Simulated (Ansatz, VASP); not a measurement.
**CaO: VASP beside Ansatz**

File INCAR:

```
SYSTEM = CaO
PREC     = Accurate       ! precision mode
ENCUT    = 520            ! plane-wave cutoff, eV
EDIFF    = 1E-6           ! SCF threshold, eV
ISMEAR   = 0              ! smearing method
SIGMA    = 0.05           ! smearing width, eV
LREAL    = .False.        ! projectors in reciprocal space
LASPH    = .True.         ! aspherical terms in the spheres
NELM     = 60             ! most SCF steps
ALGO     = Normal         ! electronic algorithm
ISIF     = 2              ! what is computed and relaxed
LWAVE    = .False.        ! write WAVECAR
LCHARG   = .False.        ! write CHGCAR
GGA      = PE             ! functional
NBANDS   = 15             ! bands
```

KPOINTS

```
regular mesh
0
Gamma
  8 8 8
  0 0 0
```

Contents of POSCAR:

```
CaO
1.0
    0.0000000000      2.4857350000      2.5224700000
    2.4857350000      0.0000000000      2.5224700000
    2.4857350000      2.4857350000      0.0000000000
Ca O
1 1
Direct
    0.0000000000      0.0000000000      0.0000000000
    0.5000000000      0.5000000000      0.5000000000
```

Input for Ansatz:

```yaml
crystal:
  lattice:
    - [0.0, 2.485735, 2.52247]
    - [2.485735, 0.0, 2.52247]
    - [2.485735, 2.485735, 0.0]
  atoms:
    - { symbol: Ca, position: [0.0, 0.0, 0.0] }
    - { symbol: O, position: [0.5, 0.5, 0.5] }
basis:
  ecutwfc: 420
kpoints:
  mp_grid: { grid: [8, 8, 8] }
hamiltonian:
  xc: pbe
scf:
  occupations: { method: gaussian, width: 0.05 }
output:
  forces: true
  stress: true
  eigenvalues: true
```

Change from the starting cell: strain +0.015 along x and y, +0.030 along z, atoms carried along.

Alike in both runs: task single point; functional PBE; k mesh 8 × 8 × 8; occupations gaussian, width 0.05 eV; no spin polarisation.

|  | VASP | Ansatz |
| --- | --- | --- |
| version | VASP 6.6.1 | Ansatz 0.2.0 |
| potentials or method | VASP PAW PBE potentials, release 64 (Ca_sv, O), cutoff 520 eV | scalar-relativistic, plane waves, PAW |
| valence electrons in the cell | 16 | 16 |

```csv
,VASP,Ansatz,Ansatz less VASP
gap on the k mesh at the Fermi level (eV),3.62,3.63,+0.015
least direct gap on the mesh (eV),3.82,3.84,+0.013
pressure (GPa),-8.2,-8.5,-0.35
"traceless stress, the component that is largest in VASP (GPa)",-0.72,-0.68,+0.041
```
